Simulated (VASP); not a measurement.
# Br (I4/mmm) in VASP: single point with PBE+D3(BJ)

Aim: the single point of Br with PBE+D3(BJ).

Everything below comes from runs of VASP 6.6.1. Logs are shortened: lines on timing, memory, paths and dates and some standing lists are left out, and cuts for length are marked.

**1. The cell of the first run**

Symmetry: I4/mmm, No. 139, tetragonal system. Conventional cell: a = 2.989 Å, b = 2.989 Å, c = 7.513 Å, α = 90.00°, β = 90.00°, γ = 90.00°. Br (site symmetry 4/mmm) has 4 Br at 2.99 Å within 3.9 Å.

**2. Single point, PBE+D3(BJ) (strain +0.050 along x and y, +0.050 along z)**

The input, INCAR:

```
SYSTEM = Br
PREC     = Accurate       ! precision mode
ENCUT    = 520            ! plane-wave cutoff, eV
EDIFF    = 1E-6           ! SCF threshold, eV
ISMEAR   = 0              ! smearing method
SIGMA    = 0.15           ! smearing width, eV
LREAL    = .FALSE.        ! projectors in reciprocal space
LASPH    = .TRUE.         ! aspherical terms in the spheres
NELM     = 60             ! most SCF steps
ALGO     = Normal         ! electronic algorithm
ISIF     = 2              ! what is computed and relaxed
LWAVE    = .FALSE.        ! write WAVECAR
LCHARG   = .FALSE.        ! write CHGCAR
GGA      = PE             ! functional
IVDW     = 12             ! dispersion correction
NBANDS   = 10             ! bands
```

The input, KPOINTS:

```
regular mesh
0
G
  24 24 24
  0 0 0
```

The input, POSCAR:

```
Br
1.0
   -1.4946662902      1.4946662902      3.7563932385
    1.4946662902     -1.4946662902      3.7563932385
    1.4946662902      1.4946662902     -3.7563932385
Br
1
Direct
    0.0000000000      0.0000000000      0.0000000000
```

Potentials or basis: VASP PAW PBE potentials, release 64 (Br).

On the command line:

```console
$ cat potpaw_PBE.64/Br/POTCAR > POTCAR
$ mpirun -np 1 vasp_std > vasp.out
```

OUTCAR:

```text
SYSTEM = Br
   PREC = Accurate
   ENCUT = 520
   EDIFF = 1E-6
   ISMEAR = 0
   LREAL = .FALSE.
   LASPH = .TRUE.
   NELM = 60
   ISIF = 2
   GGA = PE
   IVDW = 12
 IVDW          = 12

 ion  position               nearest neighbor table
   1  0.000  0.000  0.000-

  LATTYP: Found a body centered tetragonal cell.
 ALAT       =     2.9893325804
 C/A-ratio  =     2.5131986070

  Lattice vectors:

 A1 = (  -1.4946662902,   1.4946662902,   3.7563932385)
 A2 = (   1.4946662902,  -1.4946662902,   3.7563932385)
 A3 = (   1.4946662902,   1.4946662902,  -3.7563932385)

Analysis of symmetry for initial positions (statically):
=====================================================================
 Subroutine PRICEL returns:
 Original cell was already a primitive cell.

 Routine SETGRP: Setting up the symmetry group for a
 body centered tetragonal supercell.

 Subroutine GETGRP returns: Found 16 space group operations
 (whereof 16 operations were pure point group operations)
 out of a pool of 16 trial point group operations.

The static configuration has the point symmetry D_4h.

Analysis of symmetry for dynamics (positions and initial velocities):
=====================================================================
 Subroutine PRICEL returns:
 Original cell was already a primitive cell.

 Routine SETGRP: Setting up the symmetry group for a
 body centered tetragonal supercell.

 Subroutine GETGRP returns: Found 16 space group operations
 (whereof 16 operations were pure point group operations)
 out of a pool of 16 trial point group operations.

The dynamic configuration has the point symmetry D_4h.

 Subroutine INISYM returns: Found 16 space group operations
 (whereof 16 operations are pure point group operations),
 and found     1 'primitive' translations

----------------------------------------------------------------------------------------

                                     Primitive cell

  volume of cell :      33.5675

  direct lattice vectors                    reciprocal lattice vectors
    -1.494666290  1.494666290  3.756393238     0.000000000  0.334522832  0.133106405
     1.494666290 -1.494666290  3.756393238     0.334522832  0.000000000  0.133106405
     1.494666290  1.494666290 -3.756393238     0.334522832  0.334522832  0.000000000

  length of vectors
     4.310283610  4.310283610  4.310283610     0.360031721  0.360031721  0.473086726

  position of ions in fractional coordinates (direct lattice)
     0.000000000  0.000000000  0.000000000

  ion indices of the primitive-cell ions
   primitive index   ion index
                 1           1

----------------------------------------------------------------------------------------

 KPOINTS: regular mesh

Automatic generation of k-mesh.
 Grid dimensions read from file:
 generate k-points for:   24   24   24

 Generating k-lattice:

  Cartesian coordinates                     Fractional coordinates (reciprocal lattice)
     0.000000000  0.013938451  0.005546100     0.041666667  0.000000000  0.000000000
     0.013938451  0.000000000  0.005546100     0.000000000  0.041666667  0.000000000
     0.013938451  0.013938451  0.000000000     0.000000000  0.000000000  0.041666667

  Length of vectors
     0.015001322  0.015001322  0.019711947

  Shift w.r.t. Gamma in fractional coordinates (k-lattice)
     0.000000000  0.000000000  0.000000000

 Subroutine IBZKPT returns following result:
 ===========================================

 Found   1063 irreducible k-points:

 Following reciprocal coordinates:
            Coordinates               Weight
  0.000000  0.000000  0.000000      1.000000
  0.041667  0.000000 -0.000000      8.000000
  0.083333  0.000000 -0.000000      8.000000
  0.125000  0.000000  0.000000      8.000000
  0.166667 -0.000000  0.000000      8.000000
  0.208333 -0.000000  0.000000      8.000000
[... 16 lines left out ...]
  0.416667  0.041667  0.000000     16.000000
  0.458333  0.041667  0.000000     16.000000
 [... further k-points ...]
   k-points           NKPTS =   1063   k-points in BZ     NKDIM =   1063   number of bands    NBANDS=     10
   number of dos      NEDOS =    301   number of ions     NIONS =      1
   total plane-waves  NPLWV =  32768
   dimension x,y,z NGX =    32 NGY =   32 NGZ =   32
   dimension x,y,z NGXF=    64 NGYF=   64 NGZF=   64
   ions per type =               1
   NGX,Y,Z   is equivalent  to a cutoff of  12.34, 12.34, 12.34 a.u.
   NGXF,Y,Z  is equivalent  to a cutoff of  24.68, 24.68, 24.68 a.u.
 SYSTEM =  Br
   PREC   = accura    normal or accurate (medium, high low for compatibility)
   ISTART =      0    job   : 0-new  1-cont  2-samecut
   ICHARG =      2    charge: 1-file 2-atom 10-const
   ISPIN  =      1    spin polarized calculation?
   LNONCOLLINEAR =      F non collinear calculations
   LSORBIT =      F    spin-orbit coupling
   LASPH  =      T    aspherical Exc in radial PAW
   ENCUT  =  520.0 eV  38.22 Ry    6.18 a.u.   8.01  8.01  8.01*2*pi/ulx,y,z
   NELM   =     60;   NELMIN=  2; NELMDL= -5     # of ELM steps
   EDIFF  = 0.1E-05   stopping-criterion for ELM
   LREAL  =      F    real-space projection
   EDIFFG = 0.1E-04   stopping-criterion for IOM
   NSW    =      0    number of steps for IOM
   IBRION =     -1    ionic relax: 0-MD 1-quasi-New 2-CG
   NFREE  =      0    steps in history (QN), initial steepest desc. (CG)
   ISIF   =      2    stress and relaxation
   ISYM   =      2    0-nonsym 1-usesym 2-fastsym
   POTIM  = 0.5000    time-step for ionic-motion
   TEBEG  =    0.0;   TEEND  =   0.0 temperature during run
   PSTRESS=    0.0 pullay stress
   NELECT =       7.0000    total number of electrons
   NUPDOWN=      -1.0000    fix difference up-down
   EMIN   =  10.00;   EMAX   =-10.00  energy-range for DOS
   EFERMI =   0.00;   METHOD = LEGACY
   ISMEAR =     0;   SIGMA  =   0.15  broadening in eV -4-tet -1-fermi 0-gaus
   EFERMI_NEDOS =   21; number of points for ismear=-14 and -15
   IALGO  =     38    algorithm
   IMIX   =      4    mixing-type and parameters
     AMIX     =   0.40;   BMIX     =  1.00
     AMIX_MAG =   1.60;   BMIX_MAG =  1.00
  volume/ion in A,a.u.               =      33.57       226.52
  Fermi-wavevector in a.u.,A,eV,Ry     =   0.970810  1.834565 12.823116  0.942472
  Thomas-Fermi vector in A             =   2.100976
   LORBIT       =      0    0 simple, 1 ext, 2 COOP (PROOUT), +10 PAW based schemes
   GGA     = PE    functional components
   LHFCALC =     F    Hartree Fock is set to
   AEXX    =    0.0000 exact exchange contribution
   IVDW    =    12    specifies the selected vdW correction
   LEPSILON=     F    determine dielectric tensor
   LRPA    =     F    only Hartree local field effects (RPA)
 non-spin polarized calculation
 Gauss-broadening in eV      SIGMA  =   0.15
  energy-cutoff  :      520.00
  volume of cell :       33.57
 maximum number of plane-waves:       930
   NGX = 17   NGY = 17   NGZ = 17

 number of electron       6.9999999 magnetization

 Free energy of the ion-electron system (eV)
  ---------------------------------------------------
  ext. energy  EPLUGINS =         0.00000000
  ---------------------------------------------------
  free energy    TOTEN  =        -1.42176019 eV

  energy without entropy =       -1.41712326  energy(sigma->0) =       -1.41944172

 E-fermi :  -0.0585     XC(G=0):  -7.9928

 val. band max:       -0.0655879843   @ k =  -0.2083  -0.3333   0.0833
 cond. band min:      -0.0529746536   @ k =  -0.1667  -0.2917   0.0417
 fundamental gap:      0.0126133307
 Fermi energy:        -0.0584658095

 k-point     1 :       0.0000    0.0000    0.0000
  band No.  band energies     occupation
      1     -15.3423      2.00000
      2      -1.8173      2.00000
      3       0.7090      0.00000
      4       0.7090      0.00000
      5       5.6705      0.00000
      6      10.0572      0.00000
      7      10.0618      0.00000
      8      15.5164      0.00000
      9      15.5164      0.00000
     10      16.0225      0.00000

 k-point     2 :       0.0417    0.0000   -0.0000
  band No.  band energies     occupation
      1     -15.3257      2.00000
      2      -1.8147      2.00000
      3       0.5592      0.00000
      4       0.7194      0.00000
      5       5.7383      0.00000
      6      10.0782      0.00000
      7      10.2369      0.00000
      8      14.7471      0.00000
      9      15.5470      0.00000
     10      16.5640      0.00000

 k-point     3 :       0.0833    0.0000   -0.0000
  band No.  band energies     occupation
      1     -15.2763      2.00000
      2      -1.8069      2.00000
      3       0.1516      0.04766
      4       0.7499      0.00000
      5       5.9239      0.00000
      6      10.1334      0.00000
      7      10.7399      0.00000
      8      13.7423      0.00000
      9      15.6380      0.00000
     10      16.9857      0.00000

 k-point     4 :       0.1250    0.0000    0.0000
  band No.  band energies     occupation
      1     -15.1961      2.00000
      2      -1.7945      2.00000
      3      -0.4240      1.99943
      4       0.7992      0.00000
      5       6.1943      0.00000
      6      10.2231      0.00000
      7      11.4814      0.00000
      8      12.8021      0.00000
      9      15.7873      0.00000
     10      17.2786      0.00000
[... 222 lines left out ...]
 k-point    22 :       0.3750    0.0417    0.0000
  band No.  band energies     occupation
      1     -14.3365      2.00000
      2      -4.1103      2.00000
      3      -1.5704      2.00000
      4       1.1461      0.00000
      5       7.3096      0.00000
      6      10.9010      0.00000
      7      11.6985      0.00000
      8      14.5933      0.00000
      9      15.8476      0.00000
     10      17.2797      0.00000

 k-point    23 :       0.4167    0.0417    0.0000
  band No.  band energies     occupation
      1     -14.2243      2.00000
      2      -4.4514      2.00000
      3      -1.5200      2.00000
      4       1.2082      0.00000
      5       7.1261      0.00000
      6      11.3619      0.00000
      7      11.9837      0.00000
      8      14.3072      0.00000
      9      15.2174      0.00000
     10      17.2411      0.00000

 k-point    24 :       0.4583    0.0417    0.0000
  band No.  band energies     occupation
      1     -14.1518      2.00000
      2      -4.6627      2.00000
      3      -1.4793      2.00000
      4       1.2485      0.00000
      5       6.9952      0.00000
      6      11.7138      0.00000
      7      12.2151      0.00000
      8      14.2065      0.00000
      9      14.5897      0.00000
     10      17.0803      0.00000

 [... further k-points ...]

------------------------ aborting loop because EDIFF is reached ----------------------------------------

 Edisp (eV)   -0.21163

 E8    (eV) :    -0.0834

  FORCE on cell =-STRESS in cart. coord.  units (eV):
  Direction    XX          YY          ZZ          XY          YZ          ZX
  --------------------------------------------------------------------------------------
  -------------------------------------------------------------------------------------
  Total      -1.12607    -1.12607    -0.11366     0.00000     0.00000     0.00000
  in kB     -53.74718   -53.74718    -5.42512     0.00000     0.00000     0.00000
  external pressure =      -37.64 kB  Pullay stress =        0.00 kB

 VOLUME and BASIS-vectors are now :
 -----------------------------------------------------------------------------
  energy-cutoff  :      520.00
  volume of cell :       33.57
      direct lattice vectors                 reciprocal lattice vectors
    -1.494666290  1.494666290  3.756393238     0.000000000  0.334522832  0.133106405
     1.494666290 -1.494666290  3.756393238     0.334522832  0.000000000  0.133106405
     1.494666290  1.494666290 -3.756393238     0.334522832  0.334522832  0.000000000

 POSITION                                       TOTAL-FORCE (eV/Angst)
 -----------------------------------------------------------------------------------
      0.00000      0.00000      0.00000         0.000000      0.000000      0.000000
 -----------------------------------------------------------------------------------
    total drift:                               -0.000000      0.000000      0.000000

  FREE ENERGIE OF THE ION-ELECTRON SYSTEM (eV)
  ---------------------------------------------------
  free  energy   TOTEN  =        -1.6333853197 eV

  energy  without entropy=       -1.6287483955  energy(sigma->0) =       -1.63106686
```

Run time: 3.1 min. Hardware: 1 thread of Intel Xeon Platinum 8259CL at 2.50GHz (Skylake/Cascade Lake), shared host; peak memory 0.45 GiB.

What came out:

- Free energy: -1.6334 eV
- Pressure: -3.8 GPa
- Band gap on the k mesh: zero (an odd number of electrons rules out a gap without spin polarisation)
- Dispersion energy per atom: -0.212 eV

Caveat: the cell differs from its parent crystal (strain +0.050 along x and y, +0.050 along z); the cell stands under tension; an odd number of electrons without spin polarisation forces a metal; a magnetic or distorted state may lie lower.
